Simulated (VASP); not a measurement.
## H: single point with PBE

The system is H.

```xyz
2
Lattice="-1.7807 1.9291 2.2856 1.7807 -1.9291 2.2856 1.7807 1.9291 -2.2856" Properties=species:S:1:pos:R:3 pbc="T T T"
H     0.0000    0.0000    4.1958
H     0.0000    0.0000    0.3753
```

This cell differs from its parent crystal: strain -0.0400 x Voigt [1, -1, 0, 0, 0, 0].

```
Program                : VASP 6.6.1
Task                   : single point
Functional             : PBE
Potentials or basis    : VASP PAW PBE potentials, release 64 (H)
Cutoff                 : 520 eV
k mesh                 : 8 × 8 × 8
Occupations            : gaussian, width 0.05 eV
Spin                   : no spin polarisation
Dipole correction      : no
Further INCAR settings : ALGO = Normal; EDIFF = 1e-06; NBANDS = 8
```

| Item | Value |
| --- | --- |
| Pressure | -0.1 GPa |
| Largest force | 0.010 eV/Å |
| Band gap on the k mesh | 9.13 eV, indirect (least direct gap 9.64 eV) |

Forces in eV/Å, atoms in the order of the input:
```
H    0.000  0.000  0.010
H    0.000  0.000 -0.010
```

Levels at points of the mesh, in eV from the valence-band top:
| k point | band 1 | band 2 | band 3 | band 4 |
| --- | --- | --- | --- | --- |
| (0.00, 0.00, 0.00) | -1.41 | 12.14 | 15.66 | 20.58 |
| (0.50, 0.00, 0.00) | -0.52 | 9.13 | 15.60 | 17.41 |
| (0.00, 0.50, 0.00) | -0.41 | 9.46 | 15.40 | 16.83 |
| (0.50, 0.50, 0.00) | -0.32 | 10.79 | 13.32 | 15.12 |
| (0.50, 0.50, 0.50) | 0.00 | 10.13 | 14.54 | 14.76 |

Run time: 11 s on 1 thread of Intel Xeon 6975P-C, with other jobs on the host, peak memory 0.15 GiB.

Caveat: the cell differs from its parent crystal (strain -0.0400 x Voigt [1, -1, 0, 0, 0, 0]). A k mesh can miss the band edges.
